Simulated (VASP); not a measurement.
# Re (Pm-3m) in VASP: further runs

Re is run at these levels: PBE; tasks: single point.

Program: VASP 6.6.1. These are calculated values, not measurements. Logs are shortened: lines on timing, memory, paths and dates and some standing lists are left out, and cuts for length are marked.

### Step 1. The cell of the first run

The structure is cubic, space group Pm-3m (No. 221). Conventional cell: a = 2.580 Å, b = 2.580 Å, c = 2.580 Å, α = 90.00°, β = 90.00°, γ = 90.00°. Within 3.4 Å of Re (site symmetry m-3m) lie 6 Re at 2.58 Å.

### Step 2. Single point, PBE

File INCAR:

```
SYSTEM = Re
PREC     = Accurate       ! precision mode
ENCUT    = 520            ! plane-wave cutoff, eV
EDIFF    = 1E-6           ! SCF threshold, eV
ISMEAR   = -1             ! smearing method
SIGMA    = 0.1            ! smearing width, eV
LREAL    = .FALSE.        ! projectors in reciprocal space
LASPH    = .TRUE.         ! aspherical terms in the spheres
NELM     = 60             ! most SCF steps
ALGO     = Normal         ! electronic algorithm
ISIF     = 2              ! what is computed and relaxed
LWAVE    = .FALSE.        ! write WAVECAR
LCHARG   = .TRUE.         ! write CHGCAR
GGA      = PE             ! functional
LELF     = .TRUE.         ! ELF
LVHAR    = .TRUE.       
NBANDS   = 10             ! bands
```

File KPOINTS:

```
regular mesh
0
G
  12 12 12
  0 0 0
```

File POSCAR:

```
Re
1.0
    2.5804935598      0.0000000000      0.0000000000
    0.0000000000      2.5804935598      0.0000000000
    0.0000000000      0.0000000000      2.5804935598
Re
1
Direct
    0.0000000000      0.0000000000      0.0000000000
```

Potentials or basis: VASP PAW PBE potentials, release 64 (Re).

Launch:

```
> cat potpaw_PBE.64/Re/POTCAR > POTCAR
> mpirun -np 1 vasp_std > vasp.out
```

OUTCAR:

```text
SYSTEM = Re
   PREC = Accurate
   ENCUT = 520
   EDIFF = 1E-6
   ISMEAR = -1
   LREAL = .FALSE.
   LASPH = .TRUE.
   NELM = 60
   ISIF = 2
   GGA = PE

 ion  position               nearest neighbor table
   1  0.000  0.000  0.000-

  LATTYP: Found a simple cubic cell.
 ALAT       =     2.5804935598

  Lattice vectors:

 A1 = (   2.5804935598,   0.0000000000,   0.0000000000)
 A2 = (   0.0000000000,   2.5804935598,   0.0000000000)
 A3 = (   0.0000000000,   0.0000000000,   2.5804935598)

Analysis of symmetry for initial positions (statically):
=====================================================================
 Subroutine PRICEL returns:
 Original cell was already a primitive cell.

 Routine SETGRP: Setting up the symmetry group for a
 simple cubic supercell.

 Subroutine GETGRP returns: Found 48 space group operations
 (whereof 48 operations were pure point group operations)
 out of a pool of 48 trial point group operations.

The static configuration has the point symmetry O_h .

Analysis of symmetry for dynamics (positions and initial velocities):
=====================================================================
 Subroutine PRICEL returns:
 Original cell was already a primitive cell.

 Routine SETGRP: Setting up the symmetry group for a
 simple cubic supercell.

 Subroutine GETGRP returns: Found 48 space group operations
 (whereof 48 operations were pure point group operations)
 out of a pool of 48 trial point group operations.

The dynamic configuration has the point symmetry O_h .

 Subroutine INISYM returns: Found 48 space group operations
 (whereof 48 operations are pure point group operations),
 and found     1 'primitive' translations

----------------------------------------------------------------------------------------

                                     Primitive cell

  volume of cell :      17.1834

  direct lattice vectors                    reciprocal lattice vectors
     2.580493560  0.000000000  0.000000000     0.387522765  0.000000000  0.000000000
     0.000000000  2.580493560  0.000000000     0.000000000  0.387522765  0.000000000
     0.000000000  0.000000000  2.580493560     0.000000000  0.000000000  0.387522765

  length of vectors
     2.580493560  2.580493560  2.580493560     0.387522765  0.387522765  0.387522765

  position of ions in fractional coordinates (direct lattice)
     0.000000000  0.000000000  0.000000000

  ion indices of the primitive-cell ions
   primitive index   ion index
                 1           1

----------------------------------------------------------------------------------------

 KPOINTS: regular mesh

Automatic generation of k-mesh.
 Grid dimensions read from file:
 generate k-points for:   12   12   12

 Generating k-lattice:

  Cartesian coordinates                     Fractional coordinates (reciprocal lattice)
     0.032293564  0.000000000  0.000000000     0.083333333  0.000000000  0.000000000
     0.000000000  0.032293564  0.000000000     0.000000000  0.083333333  0.000000000
     0.000000000  0.000000000  0.032293564     0.000000000  0.000000000  0.083333333

  Length of vectors
     0.032293564  0.032293564  0.032293564

  Shift w.r.t. Gamma in fractional coordinates (k-lattice)
     0.000000000  0.000000000  0.000000000

 Subroutine IBZKPT returns following result:
 ===========================================

 Found     84 irreducible k-points:

 Following reciprocal coordinates:
            Coordinates               Weight
  0.000000  0.000000  0.000000      1.000000
  0.083333  0.000000  0.000000      6.000000
  0.166667  0.000000  0.000000      6.000000
  0.250000  0.000000  0.000000      6.000000
  0.333333  0.000000  0.000000      6.000000
  0.416667  0.000000  0.000000      6.000000
[... 16 lines left out ...]
  0.333333  0.333333  0.000000     12.000000
  0.416667  0.333333  0.000000     24.000000
 [... further k-points ...]
   k-points           NKPTS =     84   k-points in BZ     NKDIM =     84   number of bands    NBANDS=     10
   number of dos      NEDOS =    301   number of ions     NIONS =      1
   total plane-waves  NPLWV =   8000
   dimension x,y,z NGX =    20 NGY =   20 NGZ =   20
   dimension x,y,z NGXF=    40 NGYF=   40 NGZF=   40
   ions per type =               1
   NGX,Y,Z   is equivalent  to a cutoff of  12.88, 12.88, 12.88 a.u.
   NGXF,Y,Z  is equivalent  to a cutoff of  25.77, 25.77, 25.77 a.u.
 SYSTEM =  Re
   PREC   = accura    normal or accurate (medium, high low for compatibility)
   ISTART =      0    job   : 0-new  1-cont  2-samecut
   ICHARG =      2    charge: 1-file 2-atom 10-const
   ISPIN  =      1    spin polarized calculation?
   LNONCOLLINEAR =      F non collinear calculations
   LSORBIT =      F    spin-orbit coupling
   LASPH  =      T    aspherical Exc in radial PAW
   ENCUT  =  520.0 eV  38.22 Ry    6.18 a.u.   4.80  4.80  4.80*2*pi/ulx,y,z
   NELM   =     60;   NELMIN=  2; NELMDL= -5     # of ELM steps
   EDIFF  = 0.1E-05   stopping-criterion for ELM
   LREAL  =      F    real-space projection
   EDIFFG = 0.1E-04   stopping-criterion for IOM
   NSW    =      0    number of steps for IOM
   IBRION =     -1    ionic relax: 0-MD 1-quasi-New 2-CG
   NFREE  =      0    steps in history (QN), initial steepest desc. (CG)
   ISIF   =      2    stress and relaxation
   ISYM   =      2    0-nonsym 1-usesym 2-fastsym
   POTIM  = 0.5000    time-step for ionic-motion
   TEBEG  =    0.0;   TEEND  =   0.0 temperature during run
   PSTRESS=    0.0 pullay stress
   NELECT =       7.0000    total number of electrons
   NUPDOWN=      -1.0000    fix difference up-down
   EMIN   =  10.00;   EMAX   =-10.00  energy-range for DOS
   EFERMI =   0.00;   METHOD = LEGACY
   ISMEAR =    -1;   SIGMA  =   0.10  broadening in eV -4-tet -1-fermi 0-gaus
   EFERMI_NEDOS =   21; number of points for ismear=-14 and -15
   IALGO  =     38    algorithm
   IMIX   =      4    mixing-type and parameters
     AMIX     =   0.40;   BMIX     =  1.00
     AMIX_MAG =   1.60;   BMIX_MAG =  1.00
  volume/ion in A,a.u.               =      17.18       115.96
  Fermi-wavevector in a.u.,A,eV,Ry     =   1.213588  2.293349 20.038615  1.472797
  Thomas-Fermi vector in A             =   2.349036
   LORBIT       =      0    0 simple, 1 ext, 2 COOP (PROOUT), +10 PAW based schemes
   GGA     = PE    functional components
   LHFCALC =     F    Hartree Fock is set to
   AEXX    =    0.0000 exact exchange contribution
   IVDW    =     0    specifies the selected vdW correction
   LEPSILON=     F    determine dielectric tensor
   LRPA    =     F    only Hartree local field effects (RPA)
 non-spin polarized calculation
  energy-cutoff  :      520.00
  volume of cell :       17.18
 maximum number of plane-waves:       480
 NGX is ok and might be reduce to    20
   NGX =  9   NGY =  9   NGZ =  9

 number of electron       7.0000001 magnetization

 Free energy of the ion-electron system (eV)
  ---------------------------------------------------
  ext. energy  EPLUGINS =         0.00000000
  ---------------------------------------------------
  free energy    TOTEN  =       -11.07202335 eV

  energy without entropy =      -11.02946864  energy(sigma->0) =      -11.05074599

 E-fermi :   6.6025     XC(G=0): -12.7270

 val. band max:        6.5720154080   @ k =   0.4167   0.4167   0.0833
 cond. band min:       6.6037105980   @ k =   0.5000   0.4167   0.0833
 fundamental gap:      0.0316951900
 Fermi energy:         6.6025016050

 k-point     1 :       0.0000    0.0000    0.0000
  band No.  band energies     occupation
      1      -2.5574      2.00000
      2       1.3118      2.00000
      3       1.3118      2.00000
      4      10.0765      0.00000
      5      10.0765      0.00000
      6      10.0765      0.00000
      7      21.8925      0.00000
      8      21.8925      0.00000
      9      21.8925      0.00000
     10      27.8421      0.00000

 k-point     2 :       0.0833    0.0000    0.0000
  band No.  band energies     occupation
      1      -2.3313      2.00000
      2       1.3673      2.00000
      3       1.5519      2.00000
      4       9.7462      0.00000
      5       9.7462      0.00000
      6      10.1007      0.00000
      7      20.6530      0.00000
      8      22.3646      0.00000
      9      22.3646      0.00000
     10      28.7388      0.00000

 k-point     3 :       0.1667    0.0000    0.0000
  band No.  band energies     occupation
      1      -1.7269      2.00000
      2       1.5228      2.00000
      3       2.2675      2.00000
      4       8.9452      0.00000
      5       8.9452      0.00000
      6      10.1674      0.00000
      7      18.4585      0.00000
      8      23.5691      0.00000
      9      23.5691      0.00000
     10      26.7784      0.00000

 k-point     4 :       0.2500    0.0000    0.0000
  band No.  band energies     occupation
      1      -0.9191      2.00000
      2       1.7446      2.00000
      3       3.3757      2.00000
      4       8.0174      0.00000
      5       8.0174      0.00000
      6      10.2600      0.00000
      7      16.4830      0.00000
      8      24.6834      0.00000
      9      25.1104      0.00000
     10      25.1104      0.00000
[... 222 lines left out ...]
 k-point    22 :       0.5000    0.2500    0.0000
  band No.  band energies     occupation
      1       2.0518      2.00000
      2       2.0533      2.00000
      3       5.0372      2.00000
      4       6.8476      0.15877
      5       8.6295      0.00000
      6       9.5854      0.00000
      7      14.6942      0.00000
      8      22.9559      0.00000
      9      23.3155      0.00000
     10      25.5586      0.00000

 k-point    23 :       0.3333    0.3333    0.0000
  band No.  band energies     occupation
      1       1.3817      2.00000
      2       2.3379      2.00000
      3       6.8090      0.22519
      4       7.4519      0.00041
      5       7.5880      0.00010
      6       7.8352      0.00001
      7      16.4164      0.00000
      8      19.6981      0.00000
      9      24.5695      0.00000
     10      29.7496      0.00000

 k-point    24 :       0.4167    0.3333    0.0000
  band No.  band energies     occupation
      1       1.2330      2.00000
      2       2.3547      2.00000
      3       7.1972      0.00521
      4       7.2179      0.00424
      5       7.8460      0.00001
      6       9.2966      0.00000
      7      15.1728      0.00000
      8      20.4535      0.00000
      9      23.5381      0.00000
     10      27.6705      0.00000

 [... further k-points ...]
[... 5 lines left out ...]
  --------------------------------------------------------------------------------------
  -------------------------------------------------------------------------------------
  Total       -0.1101268     -0.1101268     -0.1101268      0.0000000      0.0000000      0.0000000
  in kB      -10.2682197    -10.2682197    -10.2682197      0.0000000      0.0000000      0.0000000
  external PRESSURE =     -10.2682197 kB  Pullay stress =       0.0000000 kB

 VOLUME and BASIS-vectors are now :
 -----------------------------------------------------------------------------
  energy-cutoff  :      520.00
  volume of cell :       17.18
      direct lattice vectors                 reciprocal lattice vectors
     2.580493560  0.000000000  0.000000000     0.387522765  0.000000000  0.000000000
     0.000000000  2.580493560  0.000000000     0.000000000  0.387522765  0.000000000
     0.000000000  0.000000000  2.580493560     0.000000000  0.000000000  0.387522765

 POSITION                                       TOTAL-FORCE (eV/Angst)
 -----------------------------------------------------------------------------------
      0.00000      0.00000      0.00000         0.000000      0.000000      0.000000
 -----------------------------------------------------------------------------------
    total drift:                               -0.000000      0.000000      0.000000

  FREE ENERGIE OF THE ION-ELECTRON SYSTEM (eV)
  ---------------------------------------------------
  free  energy   TOTEN  =       -11.0720233528 eV

  energy  without entropy=      -11.0294686361  energy(sigma->0) =      -11.05074599
```

It took 12 s on 1 thread of Intel Xeon Platinum 8259CL at 2.50GHz (Skylake/Cascade Lake), shared host; peak memory 0.13 GiB.

What came out:

* Free energy: -11.0720 eV
* Pressure: -1.0 GPa

Levels at points of the mesh, in eV from the Fermi level:
| k point | band 1 | band 2 | band 3 | band 4 | band 5 | band 6 | band 7 | band 8 |
| --- | --- | --- | --- | --- | --- | --- | --- | --- |
| (0.00, 0.00, 0.00) | -9.16 | -5.29 | -5.29 | 3.47 | 3.47 | 3.47 | 15.29 | 15.29 |
| (0.50, 0.00, 0.00) | -5.77 | -4.38 | -1.01 | -0.09 | -0.09 | 3.85 | 8.24 | 15.11 |
| (0.50, 0.50, 0.00) | -6.27 | -3.82 | 0.61 | 0.61 | 4.65 | 4.65 | 6.06 | 13.60 |
| (0.50, 0.50, 0.50) | -4.70 | -4.70 | -4.70 | 6.32 | 6.32 | 7.97 | 11.47 | 11.47 |

Caveat: spin-orbit coupling is left out, which moves the levels of the heavy elements.

### Step 3. Single point, PBE (volume scaled by 0.88)

File INCAR:

```
SYSTEM = Re
PREC = Accurate
ENCUT = 520
EDIFF = 1E-7
ISMEAR = -1
SIGMA = 0.1
LREAL = .FALSE.
LASPH = .TRUE.
NELM = 80
ALGO = Normal
ISIF = 2
LWAVE = .FALSE.
LCHARG = .FALSE.
GGA = PE
NBANDS = 10
```

File KPOINTS:

```
Automatic mesh
0
G
  14 14 14
  0 0 0
```

File POSCAR:

```
Re
1.0
    2.4728456167      0.0000000000      0.0000000000
    0.0000000000      2.4728456167      0.0000000000
    0.0000000000      0.0000000000      2.4728456167
Re
1
Direct
    0.0000000000      0.0000000000      0.0000000000
```

Potentials or basis: VASP PAW PBE potentials, release 64 (Re).

Launch:

```
> cat potpaw_PBE.64/Re/POTCAR > POTCAR
> mpirun -np 1 vasp_std > vasp.out
```

Wall time 14 s (1 thread of Intel Xeon Platinum 8259CL at 2.50GHz (Skylake/Cascade Lake), shared host); peak memory 0.13 GiB.

It converged, with:

```
Free energy : -10.8575 eV
Pressure    : 41.8 GPa
```

Levels at points of the mesh, in eV from the Fermi level:
```tsv
k point	band 1	band 2	band 3	band 4	band 5	band 6	band 7	band 8
(0.00, 0.00, 0.00)	-10.09	-6.29	-6.29	4.17	4.17	4.17	16.37	16.37
(0.50, 0.00, 0.00)	-6.41	-5.19	-1.19	-0.23	-0.23	4.64	9.82	15.32
(0.50, 0.50, 0.00)	-7.58	-4.36	0.66	0.66	5.19	5.19	7.30	16.03
(0.50, 0.50, 0.50)	-5.72	-5.72	-5.72	7.51	7.64	7.64	13.22	13.22
```

Caveat: spin-orbit coupling is left out, which moves the levels of the heavy elements.

### Step 4. Single point, PBE (volume scaled by 0.92)

File INCAR:

```
SYSTEM = Re
PREC     = Accurate       ! precision mode
ENCUT    = 520            ! plane-wave cutoff, eV
EDIFF    = 1E-6           ! SCF threshold, eV
ISMEAR   = -1             ! smearing method
SIGMA    = 0.1            ! smearing width, eV
LREAL    = .FALSE.        ! projectors in reciprocal space
LASPH    = .TRUE.         ! aspherical terms in the spheres
NELM     = 100            ! most SCF steps
ALGO     = Normal         ! electronic algorithm
ISIF     = 2              ! what is computed and relaxed
LWAVE    = .FALSE.        ! write WAVECAR
LCHARG   = .FALSE.        ! write CHGCAR
GGA      = PE             ! functional
NBANDS   = 10             ! bands
```

KPOINTS is that of step 3.

File POSCAR:

```
Re
1.0
    2.5097592024      0.0000000000      0.0000000000
    0.0000000000      2.5097592024      0.0000000000
    0.0000000000      0.0000000000      2.5097592024
Re
1
Direct
    0.0000000000      0.0000000000      0.0000000000
```

Potentials or basis: VASP PAW PBE potentials, release 64 (Re).

Launch:

```
> cat potpaw_PBE.64/Re/POTCAR > POTCAR
> mpirun -np 1 vasp_std > vasp.out
```

OUTCAR:

```text
SYSTEM = Re
   PREC = Accurate
   ENCUT = 520
   EDIFF = 1E-6
   ISMEAR = -1
   LREAL = .FALSE.
   LASPH = .TRUE.
   NELM = 100
   ISIF = 2
   GGA = PE

 ion  position               nearest neighbor table
   1  0.000  0.000  0.000-

  LATTYP: Found a simple cubic cell.
 ALAT       =     2.5097592024

  Lattice vectors:

 A1 = (   2.5097592024,   0.0000000000,   0.0000000000)
 A2 = (   0.0000000000,   2.5097592024,   0.0000000000)
 A3 = (   0.0000000000,   0.0000000000,   2.5097592024)

[... 481 lines left out ...]
      2       3.3505      2.00000
      3       5.2525      2.00000
      4       8.3107      0.00236
      5       8.5683      0.00018
      6      10.1547      0.00000
      7      17.7922      0.00000
      8      23.2790      0.00000
      9      26.1470      0.00000
     10      31.6520      0.00000

 [... further k-points ...]
[... 5 lines left out ...]
  --------------------------------------------------------------------------------------
  -------------------------------------------------------------------------------------
  Total        2.3771802      2.3771802      2.3771802      0.0000000      0.0000000     -0.0000000
  in kB      240.9220372    240.9220372    240.9220372      0.0000000      0.0000000     -0.0000000
  external PRESSURE =     240.9220372 kB  Pullay stress =       0.0000000 kB

 VOLUME and BASIS-vectors are now :
 -----------------------------------------------------------------------------
  energy-cutoff  :      520.00
  volume of cell :       15.81
      direct lattice vectors                 reciprocal lattice vectors
     2.509759202  0.000000000  0.000000000     0.398444599  0.000000000  0.000000000
     0.000000000  2.509759202  0.000000000     0.000000000  0.398444599  0.000000000
     0.000000000  0.000000000  2.509759202     0.000000000  0.000000000  0.398444599

 POSITION                                       TOTAL-FORCE (eV/Angst)
 -----------------------------------------------------------------------------------
      0.00000      0.00000      0.00000         0.000000      0.000000      0.000000
 -----------------------------------------------------------------------------------
    total drift:                                0.000000      0.000000      0.000000

  FREE ENERGIE OF THE ION-ELECTRON SYSTEM (eV)
  ---------------------------------------------------
  free  energy   TOTEN  =       -10.9977190213 eV

  energy  without entropy=      -10.9625006669  energy(sigma->0) =      -10.98010984
```

OSZICAR:

```text
N       E                     dE             d eps       ncg     rms          rms(c)
DAV:   1     0.719222724462E+01    0.71922E+01   -0.33819E+03  3754   0.767E+02
DAV:   2    -0.109628516337E+02   -0.18155E+02   -0.16833E+02  3702   0.160E+02
DAV:   3    -0.114344361267E+02   -0.47158E+00   -0.46034E+00  3948   0.476E+01
DAV:   4    -0.114378480697E+02   -0.34119E-02   -0.34053E-02  3948   0.205E+00
DAV:   5    -0.114378559692E+02   -0.78994E-05   -0.78976E-05  3546   0.464E-02    0.284E+01
DAV:   6    -0.111146986961E+02    0.32316E+00   -0.30239E-01  3824   0.123E+01    0.133E+01
DAV:   7    -0.110015778516E+02    0.11312E+00   -0.23646E-01  3838   0.104E+01    0.404E-01
DAV:   8    -0.109977619547E+02    0.38159E-02   -0.30117E-03  3210   0.832E-01    0.150E-01
DAV:   9    -0.109977175290E+02    0.44426E-04   -0.12437E-04  3236   0.108E-01    0.166E-02
DAV:  10    -0.109977192205E+02   -0.16915E-05   -0.11699E-05  3820   0.252E-02    0.660E-03
DAV:  11    -0.109977190213E+02    0.19919E-06   -0.80474E-08  1816   0.811E-03
   1 F= -.10997719E+02 E0= -.10980110E+02  d E =-.352184E-01
```

Wall time 14 s (1 thread of Intel Xeon Platinum 8259CL at 2.50GHz (Skylake/Cascade Lake), shared host); peak memory 0.14 GiB.

Results:

* Free energy: -10.9977 eV
* Pressure: 24.1 GPa

Levels at points of the mesh, in eV from the Fermi level:
```csv
k point,band 1,band 2,band 3,band 4,band 5,band 6,band 7
"(0.00, 0.00, 0.00)",-9.79,-5.95,-5.95,3.89,3.89,3.89,15.96
"(0.50, 0.00, 0.00)",-6.21,-4.92,-1.15,-0.20,-0.20,4.32,9.21
"(0.50, 0.50, 0.00)",-7.12,-4.19,0.62,0.62,4.96,4.96,6.82
"(0.50, 0.50, 0.50)",-5.37,-5.37,-5.37,7.12,7.12,7.66,12.55
```

Caveat: spin-orbit coupling is left out, which moves the levels of the heavy elements.

[end of part 1 of 2]
